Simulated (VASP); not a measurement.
Wanted: the native input for a VASP 6.6.1 run.

```yaml
Task: single point
Functional: PBE
Potentials_or_basis: VASP PAW PBE potentials, release 64 (Ca_sv, I)
Cutoff: 520 eV
k_mesh: 8 × 8 × 6
Occupations: methfessel-paxton, width 0.1 eV
Spin: no spin polarisation
Dipole_correction: no
Further_INCAR_settings: ALGO = Normal; EDIFF = 1e-07; NBANDS = 16
```

The structure of CaI lies in POSCAR:

```
CaI
1.0
    4.2013896789      0.0000000000      0.0000000000
   -2.1006948395      3.6385107353      0.0000000000
    0.0000000000      0.0000000000      4.6364494454
Ca I
1 1
Direct
    0.0000000000      0.0000000000      0.5000000000
    0.6666666667      0.3333333333      0.0000000000
```

One way to write it, as run:

INCAR

```
SYSTEM = CaI
  PREC = Accurate
  ENCUT = 520
  EDIFF = 1E-7
  ISMEAR = 1
  SIGMA = 0.1
  LREAL = .FALSE.
  LASPH = .TRUE.
  NELM = 60
  ALGO = Normal
  ISIF = 2
  LWAVE = .FALSE.
  LCHARG = .FALSE.
  GGA = PE
  NBANDS = 16
```

KPOINTS

```
Automatic mesh
0
G
  8 8 6
  0 0 0
```

Potentials or basis: VASP PAW PBE potentials, release 64 (Ca_sv, I).

Run with:

```bash
$ cat potpaw_PBE.64/Ca_sv/POTCAR potpaw_PBE.64/I/POTCAR > POTCAR
$ mpirun -np 1 vasp_std > vasp.out
```

It gave:

```json
{
  "Pressure": "-0.9 GPa",
  "Band gap on the k mesh": "zero (an odd number of electrons rules out a gap without spin polarisation)"
}
```

Caveat: spin-orbit coupling is left out, which moves the levels of the heavy elements; an odd number of electrons without spin polarisation forces a metal; a magnetic or distorted state may lie lower.

It took 31 s on 1 thread of Intel(R) Xeon(R) Platinum 8259CL CPU @ 2.50GHz (Skylake/Cascade Lake), with other jobs on the host, peak memory 0.21 GiB.
